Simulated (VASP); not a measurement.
A run of VASP 6.6.1 is set up as follows.

File POSCAR:

```
NiO2
1.0
    0.0000000000      3.9665575820      3.9665575820
    3.9665575820      0.0000000000      3.9665575820
    3.9665575820      3.9665575820      0.0000000000
Ni O
2 4
Direct
    0.5000000000      0.5000000000      0.5000000000
    0.7500000000      0.7500000000      0.7500000000
    0.6250000000      0.6250000000      0.6250000000
    0.1250000000      0.6250000000      0.6250000000
    0.6250000000      0.6250000000      0.1250000000
    0.6250000000      0.1250000000      0.6250000000
```

Contents of INCAR.step1:

```
SYSTEM = NiO2
  PREC = Accurate
  ENCUT = 520
  ISMEAR = 0
  SIGMA = 0.1
  LREAL = .False.
  LASPH = .True.
  NELM = 150
  ISPIN = 2
  MAGMOM = 0.13 0.13 0 0 0 0
  LMAXMIX = 4
  NBANDS = 35
  GGA = PE
  ALGO = Normal
  EDIFF = 1E-4
  LWAVE = .True.
  LCHARG = .False.
```

The input INCAR.step2:

```
SYSTEM = NiO2
  PREC = Accurate
  ENCUT = 520
  EDIFF = 1E-7
  ISMEAR = 0
  SIGMA = 0.1
  LREAL = .False.
  LASPH = .True.
  NELM = 150
  ALGO = Normal
  ISIF = 2
  LWAVE = .False.
  LCHARG = .False.
  ISPIN = 2
  MAGMOM = 0.13 0.13 0 0 0 0
  LORBIT = 11
  LMAXMIX = 4
  METAGGA = R2SCAN
  LMIXTAU = .True.
  NBANDS = 35
  ISTART = 1
```

The input KPOINTS:

```
regular mesh
0
Gamma
  4 4 4
  0 0 0
```

Potentials or basis: VASP PAW PBE potentials, release 64 (Ni, O).

Launch:

```sh
$ cat potpaw_PBE.64/Ni/POTCAR potpaw_PBE.64/O/POTCAR > POTCAR
$ cp INCAR.step1 INCAR
$ mpirun -np 1 vasp_std > vasp.out
$ cp INCAR.step2 INCAR
$ mpirun -np 1 vasp_std > vasp.out
```

**Question.** What does it give for the net moment?

**Answer.** 0.00 μB per cell.

**Question.** Predict the band gap on the k mesh.

**Answer.** Zero (filled and empty bands overlap).

**Question.** Estimate the pressure.

**Answer.** 0.7 GPa.

Caveat: the PAW data sets were made with another functional, which shifts forces and pressure a little; semilocal functionals often make such compounds metallic where correlation or magnetic order opens a gap, which also shifts bond lengths. With open d or f shells a metallic result of r2SCAN can be an artefact of self-interaction; +U or a hybrid may open a gap.
